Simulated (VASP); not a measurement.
Input of a VASP 6.6.1 run:

Contents of INCAR:

```
SYSTEM = ZnS
ALGO = Normal ; DIPOL = 0.5 0.5 0.500
EDIFF = 1E-6 ; ENCUT = 520
GGA = PS ; IDIPOL = 3
ISIF = 2 ; ISMEAR = 0
LASPH = .True. ; LCHARG = .True.
LDIPOL = .True. ; LELF = .True.
LREAL = .False. ; LVACPOTAV = .True.
LVHAR = .True. ; LWAVE = .False.
NBANDS = 66 ; NELM = 80
PREC = Accurate ; SIGMA = 0.05
```

File KPOINTS:

```
k-points
0
Gamma
  7 5 1
  0 0 0
```

The input POSCAR:

```
ZnS
1.0
    3.7876303078      0.0000000000      0.0000000000
    0.0000000000      5.3565181506      0.0000000000
    0.0000000000      0.0000000000     24.4690757696
Zn S
6 6
Direct
    0.5000000000      0.5000000000      0.3065093292
    0.0000000000      0.0000000000      0.3839055975
    0.5000000000      0.5000000000      0.4613018658
    0.0000000000      0.0000000000      0.5386981342
    0.5000000000      0.5000000000      0.6160944025
    0.0000000000      0.0000000000      0.6934906708
    0.0000000000      0.2500000000      0.3065093292
    0.5000000000      0.7500000000      0.3839055975
    0.0000000000      0.2500000000      0.4613018658
    0.5000000000      0.7500000000      0.5386981342
    0.0000000000      0.2500000000      0.6160944025
    0.5000000000      0.7500000000      0.6934906708
```

Potentials or basis: VASP PAW PBE potentials, release 64 (Zn, S).

Command:

```console
$ cat potpaw_PBE.64/Zn/POTCAR potpaw_PBE.64/S/POTCAR > POTCAR
$ mpirun -np 1 vasp_std > vasp.out
```

(1) Predict the largest force.

(2) Predict the band gap on the k mesh.

## Answers

(1) 1.679 eV/Å.

(2) 1.60 eV.

Caveat: the PAW data sets were made with another functional, which shifts forces and pressure a little.
